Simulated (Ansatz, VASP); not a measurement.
YSn3: VASP beside Ansatz

```
CELL_PARAMETERS angstrom
4.57268 0.00000 0.00000
0.00000 4.57268 0.00000
0.00000 0.00000 4.66600
ATOMIC_POSITIONS crystal
Y 0.00000 0.00000 0.00000
Sn 0.00000 0.50000 0.50000
Sn 0.50000 0.00000 0.50000
Sn 0.50000 0.50000 0.00000
```

Change from the starting cell: equal xx and yy strain of -2 %.

Alike in both runs: task single point; functional PBEsol; k mesh 8 × 8 × 8; occupations fermi-dirac, width 0.05 eV; no spin polarisation.

```csv
,VASP,Ansatz
version,VASP 6.6.1,Ansatz 0.2.0
potentials or method,"VASP PAW PBE potentials, release 64 (Y_sv, Sn_d), cutoff 520 eV","all-electron LAPW, scalar-relativistic"
```

```csv
,VASP,Ansatz,Ansatz less VASP
pressure (GPa),1.8,1.9,+0.07
"traceless stress, the component that is largest in VASP (GPa)",-0.14,-0.13,+0.003
```

VASP's potentials were made for PBE, not for PBEsol. Ansatz ran all-electron here, and VASP with PAW potentials.
